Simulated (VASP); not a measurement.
# HfMoC2 (P4/mmm) in VASP: notebook, part 2 of 2

VASP 6.6.1. Earlier steps stand in the parts before.

**3. Single point, PBEsol**

File INCAR:

```
PREC = Accurate ; ENCUT = 520
EDIFF = 1E-6 ; ISMEAR = -1
SIGMA = 0.05 ; LREAL = F
LASPH = T ; NELM = 100
ALGO = Normal ; ISIF = 2
LWAVE = F ; LCHARG = F
GGA = PS ; NBANDS = 24
```

File KPOINTS:

```
Automatic mesh
0
Gamma
  5 5 4
```

File POSCAR:

```
HfMoC2
1.0
    3.1914230000      0.0000000000      0.0000000000
    0.0000000000      3.1914230000      0.0000000000
    0.0000000000      0.0000000000      4.4851640000
Hf Mo C
1 1 2
Direct
    0.0000000000      0.0000000000      0.0000000000
    0.5000000000      0.5000000000      0.5000000000
    0.5000000000      0.5000000000      0.0000000000
    0.0000000000      0.0000000000      0.5000000000
```

Potentials or basis: VASP PAW PBE potentials, release 64 (Hf_pv, Mo_sv, C).

Command:

```sh
cat potpaw_PBE.64/Hf_pv/POTCAR potpaw_PBE.64/Mo_sv/POTCAR potpaw_PBE.64/C/POTCAR > POTCAR
mpirun -np 1 vasp_std > vasp.out
```

OUTCAR:

```text
PREC = Accurate
   ENCUT = 520
   EDIFF = 1E-6
   ISMEAR = -1
   LREAL = F
   LASPH = T
   NELM = 100
   ISIF = 2
   GGA = PS

 ion  position               nearest neighbor table
   1  0.000  0.000  0.000-   4 2.24   4 2.24   3 2.26   3 2.26   3 2.26   3 2.26   2 3.18   2 3.18
                             2 3.18   2 3.18   2 3.18   2 3.18   2 3.18   2 3.18
   2  0.500  0.500  0.500-   3 2.24   3 2.24   4 2.26   4 2.26   4 2.26   4 2.26   1 3.18   1 3.18
                             1 3.18   1 3.18   1 3.18   1 3.18   1 3.18   1 3.18
   3  0.500  0.500  0.000-   2 2.24   2 2.24   1 2.26   1 2.26   1 2.26   1 2.26
   4  0.000  0.000  0.500-   1 2.24   1 2.24   2 2.26   2 2.26   2 2.26   2 2.26

  LATTYP: Found a simple tetragonal cell.
 ALAT       =     3.1914230000
 C/A-ratio  =     1.4053806092

  Lattice vectors:

 A1 = (   3.1914230000,   0.0000000000,   0.0000000000)
 A2 = (   0.0000000000,   3.1914230000,   0.0000000000)
 A3 = (   0.0000000000,   0.0000000000,   4.4851640000)

Analysis of symmetry for initial positions (statically):
=====================================================================
 Subroutine PRICEL returns:
 Original cell was already a primitive cell.

 Routine SETGRP: Setting up the symmetry group for a
 simple tetragonal supercell.

 Subroutine GETGRP returns: Found 16 space group operations
 (whereof 16 operations were pure point group operations)
 out of a pool of 16 trial point group operations.

The static configuration has the point symmetry D_4h.

Analysis of symmetry for dynamics (positions and initial velocities):
=====================================================================
 Subroutine PRICEL returns:
 Original cell was already a primitive cell.

 Routine SETGRP: Setting up the symmetry group for a
 simple tetragonal supercell.

 Subroutine GETGRP returns: Found 16 space group operations
 (whereof 16 operations were pure point group operations)
 out of a pool of 16 trial point group operations.

The dynamic configuration has the point symmetry D_4h.
[... 114 lines left out ...]
   IMIX   =      4    mixing-type and parameters
     AMIX     =   0.40;   BMIX     =  1.00
     AMIX_MAG =   1.60;   BMIX_MAG =  1.00
  volume/ion in A,a.u.               =      11.42        77.07
  Fermi-wavevector in a.u.,A,eV,Ry     =   1.453927  2.747523 28.761388  2.113902
  Thomas-Fermi vector in A             =   2.571136
   LORBIT       =      0    0 simple, 1 ext, 2 COOP (PROOUT), +10 PAW based schemes
   GGA     = PS    functional components
   LHFCALC =     F    Hartree Fock is set to
   AEXX    =    0.0000 exact exchange contribution
   IVDW    =     0    specifies the selected vdW correction
   LEPSILON=     F    determine dielectric tensor
   LRPA    =     F    only Hartree local field effects (RPA)
 non-spin polarized calculation
  energy-cutoff  :      520.00
  volume of cell :       45.68
 maximum number of plane-waves:      1246
 NGX is ok and might be reduce to    24
   NGX = 11   NGY = 11   NGZ = 17

 number of electron      32.0000000 magnetization

 Free energy of the ion-electron system (eV)
  ---------------------------------------------------
  ext. energy  EPLUGINS =         0.00000000
  ---------------------------------------------------
  free energy    TOTEN  =       -43.35567932 eV

  energy without entropy =      -43.34531072  energy(sigma->0) =      -43.35049502

 E-fermi :   9.3403     XC(G=0): -13.0485

 val. band max:        9.0280583280   @ k =   0.4000   0.4000   0.2500
 cond. band min:       9.3507165590   @ k =   0.2000   0.2000   0.5000
 fundamental gap:      0.3226582310
 Fermi energy:         9.3403056910

 k-point     1 :       0.0000    0.0000    0.0000
  band No.  band energies     occupation
      1     -52.7054      2.00000
      2     -26.7642      2.00000
      3     -26.7363      2.00000
      4     -26.7363      2.00000
      5     -21.0166      2.00000
      6     -20.7033      2.00000
[... 475 lines left out ...]
     23      15.6872      0.00000
     24      16.8410      0.00000

------------------------ aborting loop because EDIFF is reached ----------------------------------------

  FORCE on cell =-STRESS in cart. coord.  units (eV):
  Direction    XX          YY          ZZ          XY          YZ          ZX
  --------------------------------------------------------------------------------------
  -------------------------------------------------------------------------------------
  Total       -3.0503151     -3.0503151     -1.2123667      0.0000000      0.0000000      0.0000000
  in kB     -106.9813870   -106.9813870    -42.5204177      0.0000000      0.0000000      0.0000000
  external PRESSURE =     -85.4943972 kB  Pullay stress =       0.0000000 kB

 VOLUME and BASIS-vectors are now :
 -----------------------------------------------------------------------------
  energy-cutoff  :      520.00
  volume of cell :       45.68
      direct lattice vectors                 reciprocal lattice vectors
     3.191423000  0.000000000  0.000000000     0.313339849  0.000000000  0.000000000
     0.000000000  3.191423000  0.000000000     0.000000000  0.313339849  0.000000000
     0.000000000  0.000000000  4.485164000     0.000000000  0.000000000  0.222957288

 POSITION                                       TOTAL-FORCE (eV/Angst)
 -----------------------------------------------------------------------------------
      0.00000      0.00000      0.00000         0.000000      0.000000      0.000000
      1.59571      1.59571      2.24258         0.000000      0.000000      0.000000
      1.59571      1.59571      0.00000         0.000000      0.000000      0.000000
      0.00000      0.00000      2.24258         0.000000      0.000000      0.000000
 -----------------------------------------------------------------------------------
    total drift:                                0.000000     -0.000000     -0.000000

  FREE ENERGIE OF THE ION-ELECTRON SYSTEM (eV)
  ---------------------------------------------------
  free  energy   TOTEN  =       -43.3556793162 eV

  energy  without entropy=      -43.3453107245  energy(sigma->0) =      -43.35049502
```

OSZICAR:

```text
N       E                     dE             d eps       ncg     rms          rms(c)
DAV:   1     0.212386714321E+03    0.21239E+03   -0.18127E+04   864   0.134E+03
DAV:   2    -0.421162971006E+02   -0.25450E+03   -0.24229E+03  1048   0.365E+02
DAV:   3    -0.507707941362E+02   -0.86545E+01   -0.85219E+01  1112   0.610E+01
DAV:   4    -0.508622605885E+02   -0.91466E-01   -0.91422E-01   936   0.648E+00
DAV:   5    -0.508634478955E+02   -0.11873E-02   -0.11871E-02  1136   0.658E-01    0.750E+01
DAV:   6    -0.450739034660E+02    0.57895E+01   -0.35629E+01   928   0.362E+01    0.343E+01
DAV:   7    -0.447639925076E+02    0.30991E+00   -0.12677E+01   968   0.273E+01    0.373E+01
DAV:   8    -0.433606563625E+02    0.14033E+01   -0.28920E+00   944   0.119E+01    0.675E+00
DAV:   9    -0.433594459976E+02    0.12104E-02   -0.14391E-01  1048   0.217E+00    0.224E+00
DAV:  10    -0.433571532288E+02    0.22928E-02   -0.21986E-02  1024   0.102E+00    0.579E-01
DAV:  11    -0.433558618455E+02    0.12914E-02   -0.19206E-03  1032   0.304E-01    0.152E-01
DAV:  12    -0.433556830550E+02    0.17879E-03   -0.69366E-04  1024   0.164E-01    0.390E-02
DAV:  13    -0.433556805615E+02    0.24935E-05   -0.34421E-05  1056   0.372E-02    0.268E-02
DAV:  14    -0.433556794366E+02    0.11250E-05   -0.41933E-06  1024   0.148E-02    0.191E-02
DAV:  15    -0.433556793162E+02    0.12042E-06   -0.75036E-07   552   0.607E-03
   1 F= -.43355679E+02 E0= -.43350495E+02  d E =-.103686E-01
```

It took 31 s on 1 thread of Intel Xeon 8259CL, shared host; peak memory 0.17 GiB.

What came out:

- Free energy: -43.3557 eV
- Pressure: -8.5 GPa
- Band gap on the k mesh: zero (band 16 reaches 10.16 eV, above the bottom of band 17 at 7.87 eV)

Stress tensor (GPa, compression positive):
```
-10.70   0.00   0.00
  0.00 -10.70   0.00
  0.00   0.00  -4.25
```

Caveat: the k points lie up to 0.39 Å⁻¹ apart; the PAW data sets were made with another functional, which shifts forces and pressure a little; spin-orbit coupling is left out, which moves the levels of the heavy elements.

**4. Single point, RPBE**

File INCAR:

```
SYSTEM = HfMoC2
PREC = Accurate
ENCUT = 520
EDIFF = 1E-6
ISMEAR = -1
SIGMA = 0.05
LREAL = .False.
LASPH = .True.
NELM = 80
ALGO = Normal
ISIF = 2
LWAVE = .False.
LCHARG = .False.
GGA = RP
NBANDS = 24
```

File KPOINTS:

```
regular mesh
0
Gamma
  5 5 4
  0 0 0
```

POSCAR is that of step 3.

Potentials or basis: VASP PAW PBE potentials, release 64 (Hf_pv, Mo_sv, C).

Command:

```sh
cat potpaw_PBE.64/Hf_pv/POTCAR potpaw_PBE.64/Mo_sv/POTCAR potpaw_PBE.64/C/POTCAR > POTCAR
mpirun -np 1 vasp_std > vasp.out
```

OUTCAR:

```text
SYSTEM = HfMoC2
   PREC = Accurate
   ENCUT = 520
   EDIFF = 1E-6
   ISMEAR = -1
   LREAL = .False.
   LASPH = .True.
   NELM = 80
   ISIF = 2
   GGA = RP

 ion  position               nearest neighbor table
   1  0.000  0.000  0.000-   4 2.24   4 2.24   3 2.26   3 2.26   3 2.26   3 2.26   2 3.18   2 3.18
                             2 3.18   2 3.18   2 3.18   2 3.18   2 3.18   2 3.18
   2  0.500  0.500  0.500-   3 2.24   3 2.24   4 2.26   4 2.26   4 2.26   4 2.26   1 3.18   1 3.18
                             1 3.18   1 3.18   1 3.18   1 3.18   1 3.18   1 3.18
   3  0.500  0.500  0.000-   2 2.24   2 2.24   1 2.26   1 2.26   1 2.26   1 2.26
   4  0.000  0.000  0.500-   1 2.24   1 2.24   2 2.26   2 2.26   2 2.26   2 2.26

  LATTYP: Found a simple tetragonal cell.
 ALAT       =     3.1914230000
 C/A-ratio  =     1.4053806092

  Lattice vectors:

 A1 = (   3.1914230000,   0.0000000000,   0.0000000000)
 A2 = (   0.0000000000,   3.1914230000,   0.0000000000)
 A3 = (   0.0000000000,   0.0000000000,   4.4851640000)

Analysis of symmetry for initial positions (statically):
=====================================================================
 Subroutine PRICEL returns:
 Original cell was already a primitive cell.

 Routine SETGRP: Setting up the symmetry group for a
 simple tetragonal supercell.

 Subroutine GETGRP returns: Found 16 space group operations
 (whereof 16 operations were pure point group operations)
 out of a pool of 16 trial point group operations.

The static configuration has the point symmetry D_4h.

Analysis of symmetry for dynamics (positions and initial velocities):
=====================================================================
 Subroutine PRICEL returns:
 Original cell was already a primitive cell.

 Routine SETGRP: Setting up the symmetry group for a
 simple tetragonal supercell.

 Subroutine GETGRP returns: Found 16 space group operations
 (whereof 16 operations were pure point group operations)
 out of a pool of 16 trial point group operations.

The dynamic configuration has the point symmetry D_4h.

 Subroutine INISYM returns: Found 16 space group operations
 (whereof 16 operations are pure point group operations),
 and found     1 'primitive' translations

----------------------------------------------------------------------------------------

                                     Primitive cell

  volume of cell :      45.6822

  direct lattice vectors                    reciprocal lattice vectors
     3.191423000  0.000000000  0.000000000     0.313339849  0.000000000  0.000000000
     0.000000000  3.191423000  0.000000000     0.000000000  0.313339849  0.000000000
     0.000000000  0.000000000  4.485164000     0.000000000  0.000000000  0.222957288

  length of vectors
     3.191423000  3.191423000  4.485164000     0.313339849  0.313339849  0.222957288

  position of ions in fractional coordinates (direct lattice)
     0.000000000  0.000000000  0.000000000
     0.500000000  0.500000000  0.500000000
     0.500000000  0.500000000  0.000000000
     0.000000000  0.000000000  0.500000000

  ion indices of the primitive-cell ions
   primitive index   ion index
                 1           1
                 2           2
                 3           3
                 4           4

[... 27 lines left out ...]
            Coordinates               Weight
  0.000000  0.000000  0.000000      1.000000
  0.200000  0.000000  0.000000      4.000000
  0.400000  0.000000  0.000000      4.000000
  0.200000  0.200000  0.000000      4.000000
  0.400000  0.200000  0.000000      8.000000
  0.400000  0.400000  0.000000      4.000000
[... 10 lines left out ...]
  0.400000  0.200000  0.500000      8.000000
  0.400000  0.400000  0.500000      4.000000
   k-points           NKPTS =     18   k-points in BZ     NKDIM =     18   number of bands    NBANDS=     24
   number of dos      NEDOS =    301   number of ions     NIONS =      4
   total plane-waves  NPLWV =  20736
   dimension x,y,z NGX =    24 NGY =   24 NGZ =   36
   dimension x,y,z NGXF=    48 NGYF=   48 NGZF=   72
   ions per type =               1   1   2
   NGX,Y,Z   is equivalent  to a cutoff of  12.50, 12.50, 13.34 a.u.
   NGXF,Y,Z  is equivalent  to a cutoff of  25.00, 25.00, 26.69 a.u.
 SYSTEM =  HfMoC2
   PREC   = accura    normal or accurate (medium, high low for compatibility)
   ISTART =      0    job   : 0-new  1-cont  2-samecut
   ICHARG =      2    charge: 1-file 2-atom 10-const
   ISPIN  =      1    spin polarized calculation?
   LNONCOLLINEAR =      F non collinear calculations
   LSORBIT =      F    spin-orbit coupling
   LASPH  =      T    aspherical Exc in radial PAW
   ENCUT  =  520.0 eV  38.22 Ry    6.18 a.u.   5.93  5.93  8.34*2*pi/ulx,y,z
   NELM   =     80;   NELMIN=  2; NELMDL= -5     # of ELM steps
   EDIFF  = 0.1E-05   stopping-criterion for ELM
   LREAL  =      F    real-space projection
   EDIFFG = 0.1E-04   stopping-criterion for IOM
   NSW    =      0    number of steps for IOM
   IBRION =     -1    ionic relax: 0-MD 1-quasi-New 2-CG
   NFREE  =      0    steps in history (QN), initial steepest desc. (CG)
   ISIF   =      2    stress and relaxation
   ISYM   =      2    0-nonsym 1-usesym 2-fastsym
   POTIM  = 0.5000    time-step for ionic-motion
   TEBEG  =    0.0;   TEEND  =   0.0 temperature during run
   PSTRESS=    0.0 pullay stress
   NELECT =      32.0000    total number of electrons
   NUPDOWN=      -1.0000    fix difference up-down
   EMIN   =  10.00;   EMAX   =-10.00  energy-range for DOS
   EFERMI =   0.00;   METHOD = LEGACY
   ISMEAR =    -1;   SIGMA  =   0.05  broadening in eV -4-tet -1-fermi 0-gaus
   EFERMI_NEDOS =   21; number of points for ismear=-14 and -15
   IALGO  =     38    algorithm
   IMIX   =      4    mixing-type and parameters
     AMIX     =   0.40;   BMIX     =  1.00
     AMIX_MAG =   1.60;   BMIX_MAG =  1.00
  volume/ion in A,a.u.               =      11.42        77.07
  Fermi-wavevector in a.u.,A,eV,Ry     =   1.453927  2.747523 28.761388  2.113902
  Thomas-Fermi vector in A             =   2.571136
   LORBIT       =      0    0 simple, 1 ext, 2 COOP (PROOUT), +10 PAW based schemes
   GGA     = RP    functional components
   LHFCALC =     F    Hartree Fock is set to
   AEXX    =    0.0000 exact exchange contribution
   IVDW    =     0    specifies the selected vdW correction
   LEPSILON=     F    determine dielectric tensor
   LRPA    =     F    only Hartree local field effects (RPA)
 non-spin polarized calculation
  energy-cutoff  :      520.00
  volume of cell :       45.68
 maximum number of plane-waves:      1246
 NGX is ok and might be reduce to    24
   NGX = 11   NGY = 11   NGZ = 17

 number of electron      32.0000000 magnetization

 Free energy of the ion-electron system (eV)
  ---------------------------------------------------
  ext. energy  EPLUGINS =         0.00000000
  ---------------------------------------------------
  free energy    TOTEN  =       -38.81471902 eV

  energy without entropy =      -38.80411479  energy(sigma->0) =      -38.80941690

 E-fermi :   9.5689     XC(G=0): -12.8499

 val. band max:        9.2486364756   @ k =   0.4000   0.4000   0.2500
 cond. band min:       9.5693467277   @ k =   0.0000   0.0000   0.0000
 fundamental gap:      0.3207102521
 Fermi energy:         9.5688955866

 k-point     1 :       0.0000    0.0000    0.0000
  band No.  band energies     occupation
      1     -52.6050      2.00000
      2     -26.6272      2.00000
      3     -26.6073      2.00000
      4     -26.6073      2.00000
      5     -20.8874      2.00000
      6     -20.5795      2.00000
[... 475 lines left out ...]
     23      15.9594      0.00000
     24      17.0983      0.00000

------------------------ aborting loop because EDIFF is reached ----------------------------------------

  FORCE on cell =-STRESS in cart. coord.  units (eV):
  Direction    XX          YY          ZZ          XY          YZ          ZX
  --------------------------------------------------------------------------------------
  -------------------------------------------------------------------------------------
  Total        0.2178911      0.2178911      2.1406027      0.0000000      0.0000000      0.0000000
  in kB        7.6419276      7.6419276     75.0757315      0.0000000      0.0000000      0.0000000
  external PRESSURE =      30.1198622 kB  Pullay stress =       0.0000000 kB

 VOLUME and BASIS-vectors are now :
 -----------------------------------------------------------------------------
  energy-cutoff  :      520.00
  volume of cell :       45.68
      direct lattice vectors                 reciprocal lattice vectors
     3.191423000  0.000000000  0.000000000     0.313339849  0.000000000  0.000000000
     0.000000000  3.191423000  0.000000000     0.000000000  0.313339849  0.000000000
     0.000000000  0.000000000  4.485164000     0.000000000  0.000000000  0.222957288

 POSITION                                       TOTAL-FORCE (eV/Angst)
 -----------------------------------------------------------------------------------
      0.00000      0.00000      0.00000         0.000000      0.000000      0.000000
      1.59571      1.59571      2.24258         0.000000      0.000000      0.000000
      1.59571      1.59571      0.00000         0.000000      0.000000      0.000000
      0.00000      0.00000      2.24258         0.000000      0.000000      0.000000
 -----------------------------------------------------------------------------------
    total drift:                                0.000000     -0.000000     -0.000000

  FREE ENERGIE OF THE ION-ELECTRON SYSTEM (eV)
  ---------------------------------------------------
  free  energy   TOTEN  =       -38.8147190168 eV

  energy  without entropy=      -38.8041147893  energy(sigma->0) =      -38.80941690
```

It took 32 s on 1 thread of Intel Xeon 8259CL, shared host; peak memory 0.17 GiB.

Results:

| Property | Result |
| --- | --- |
| Free energy | -38.8147 eV |
| Pressure | 3.0 GPa |
| Band gap on the k mesh | zero (band 16 reaches 10.37 eV, above the bottom of band 17 at 8.18 eV) |

Levels at points of the mesh, in eV from the Fermi level:
```tsv
k point	band 13	band 14	band 15	band 16	band 17	band 18	band 19	band 20
(0.00, 0.00, 0.00)	-1.44	-1.33	-1.33	-0.54	-0.39	0.00	0.08	0.08
(0.00, 0.00, 0.50)	-2.24	-2.24	-1.87	-1.87	-1.39	-0.44	2.07	2.07
```

Caveat: the k points lie up to 0.39 Å⁻¹ apart; the PAW data sets were made with another functional, which shifts forces and pressure a little; spin-orbit coupling is left out, which moves the levels of the heavy elements.

**5. Summary**

| level | gap on the mesh (eV) | pressure (GPa) |
| --- | --- | --- |
| PBE | none | -1.0 |
| PBEsol | none | -8.5 |
| RPBE | none | 3.0 |

Alike in all rows: task single point; potentials or basis VASP PAW PBE potentials, release 64 (Hf_pv, Mo_sv, C); no spin polarisation; cell as given; k mesh 5 × 5 × 4; cutoff (eV) 520; smearing fermi-dirac 0.05 eV.

Caveats: all runs use coarse meshes; spin-orbit coupling is left out, which moves the levels of the heavy elements; the PAW data sets were made with another functional, which shifts forces and pressure a little (some runs).

Total energies depend on the potentials used, so only differences within one code and one set of settings carry meaning.
